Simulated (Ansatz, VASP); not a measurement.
**InSe in VASP and in Ansatz**

Contents of INCAR:

```
PREC = Accurate
ENCUT = 520
EDIFF = 1E-8
ISMEAR = -1
SIGMA = 0.02
LREAL = False
LASPH = True
NELM = 60
ALGO = Normal
ISIF = 2
LWAVE = False
LCHARG = False
GGA = PE
LEFG = True
NBANDS = 48
```

Contents of KPOINTS:

```
regular mesh
0
Gamma
  12 12 3
```

The input POSCAR:

```
InSe
1.0
    4.0499987506      0.0000000000      0.0000000000
   -2.0249993753      3.5074018033      0.0000000000
    0.0000000000      0.0000000000     16.9300000000
In Se
4 4
Direct
    0.3333333333      0.6666666667      0.1570000000
    0.6666666667      0.3333333333      0.6570000000
    0.3333333333      0.6666666667      0.3430000000
    0.6666666667      0.3333333333      0.8430000000
    0.3333333333      0.6666666667      0.6020000000
    0.6666666667      0.3333333333      0.1020000000
    0.3333333333      0.6666666667      0.8980000000
    0.6666666667      0.3333333333      0.3980000000
```

Input for Ansatz:

```yaml
crystal:
  lattice:
    - [4.0499987506, 0.0, 0.0]
    - [-2.0249993753, 3.5074018033, 0.0]
    - [0.0, 0.0, 16.93]
  atoms:
    - { symbol: In, position: [0.3333333333, 0.6666666667, 0.157] }
    - { symbol: In, position: [0.6666666667, 0.3333333333, 0.657] }
    - { symbol: In, position: [0.3333333333, 0.6666666667, 0.343] }
    - { symbol: In, position: [0.6666666667, 0.3333333333, 0.843] }
    - { symbol: Se, position: [0.3333333333, 0.6666666667, 0.602] }
    - { symbol: Se, position: [0.6666666667, 0.3333333333, 0.102] }
    - { symbol: Se, position: [0.3333333333, 0.6666666667, 0.898] }
    - { symbol: Se, position: [0.6666666667, 0.3333333333, 0.398] }
kpoints:
  mp_grid: { grid: [12, 12, 3] }
scf:
  occupations: { method: fermi_dirac, width: 0.02 }
hamiltonian:
  xc: pbe
  pseudopotentials: { kind: paw }
output:
  forces: true
  stress: true
  populations: true
  efg: { quadrupole_moments_barn: { In: 0.772 }, contact_densities: true }
```

Alike in both runs: task electric field gradients; functional PBE; k mesh 12 × 12 × 3; occupations fermi-dirac, width 0.02 eV; no spin polarisation.

```csv
,VASP,Ansatz
version,VASP 6.6.1,Ansatz 0.2.0
potentials or method,"VASP PAW PBE potentials, release 64 (In_d, Se)","plane-wave PAW, scalar-relativistic"
plane-wave cutoff (eV),520,420
valence electrons in the cell,76,116
```

```tsv
	VASP	Ansatz	Ansatz less VASP
pressure (GPa)	7.6	7.6	-0.07
traceless stress, the component that is largest in VASP (GPa)	-5.77	-5.74	+0.027
rms of the force components (eV/Å)	1.445	1.436	-0.0091
size of Vzz on the site where it differs most (V/Å²)	16.8	29.1	+12.24
```

Atom by atom the forces differ by 0.009 eV/Å (rms over components). VASP's potentials hold 76 valence electrons a cell and Ansatz's 116, so a difference there can come from the potentials and not from the codes.
